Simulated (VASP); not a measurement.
# AlIn2N3: single point with PBEsol

Crystal: AlIn2N3.

```xyz
12
Lattice="5.1038 -2.9377 0.0000 5.1038 2.9377 0.0000 0.0000 0.0000 5.4581" Properties=species:S:1:pos:R:3 pbc="T T T"
Al    5.1038    0.9354    5.3996
Al    5.1038   -0.9354    2.6705
In    6.7576   -1.9189    5.3889
In    3.4500   -1.9189    5.3889
In    3.4500    1.9189    2.6599
In    6.7576    1.9189    2.6599
N     6.6519   -1.8733    2.1000
N     3.5557   -1.8733    2.1000
N     3.5557    1.8733    4.8290
N     6.6519    1.8733    4.8290
N     5.1038    0.7815    1.8479
N     5.1038   -0.7815    4.5770
```

```json
{"Program": "VASP 6.6.1", "Task": "single point", "Functional": "PBEsol", "Potentials or basis": "VASP PAW PBE potentials, release 64 (Al, In_d, N)", "Cutoff": "520 eV", "k mesh": "6 × 6 × 6", "Occupations": "gaussian, width 0.02 eV", "Spin": "no spin polarisation", "Dipole correction": "no", "Further INCAR settings": "ALGO = Normal; EDIFF = 1e-06; NBANDS = 56"}
```

The pressure is -0.9 GPa and the largest force is 0.029 eV/Å. The band gap on the k mesh is 0.93 eV.

Forces in eV/Å, atoms in the order of the input:
```
Al   0.000  0.003 -0.001
Al   0.000 -0.003 -0.001
In   0.002 -0.001 -0.002
In  -0.002 -0.001 -0.002
In  -0.002  0.001 -0.002
In   0.002  0.001 -0.002
N   -0.023  0.014  0.010
N    0.023  0.014  0.010
N    0.023 -0.014  0.010
N   -0.023 -0.014  0.010
N    0.000 -0.024 -0.016
N    0.000  0.024 -0.016
```

Levels at points of the mesh, in eV from the valence-band top:
| k point | band 42 | band 43 | band 44 | band 45 | band 46 | band 47 |
| --- | --- | --- | --- | --- | --- | --- |
| (0.00, 0.00, 0.00) | -0.06 | -0.02 | 0.00 | 0.93 | 3.51 | 4.89 |
| (0.50, 0.00, 0.00) | -0.67 | -0.64 | -0.45 | 3.60 | 3.66 | 4.73 |
| (0.50, 0.50, 0.00) | -0.75 | -0.52 | -0.41 | 3.59 | 3.70 | 4.31 |
| (0.00, 0.00, 0.50) | -0.34 | -0.26 | -0.26 | 3.21 | 3.21 | 5.94 |
| (0.50, 0.00, 0.50) | -1.02 | -0.95 | -0.95 | 3.93 | 3.93 | 4.46 |
| (0.50, 0.50, 0.50) | -1.06 | -0.78 | -0.78 | 3.98 | 3.98 | 4.52 |

Run time: 7.8 min on 1 thread of Intel(R) Xeon(R) Platinum 8375C CPU @ 2.90GHz (Ice Lake), on a shared host, peak memory 0.54 GiB.

Caveat: the PAW data sets were made with another functional, which shifts forces and pressure a little; spin-orbit coupling is left out, which moves the levels of the heavy elements.
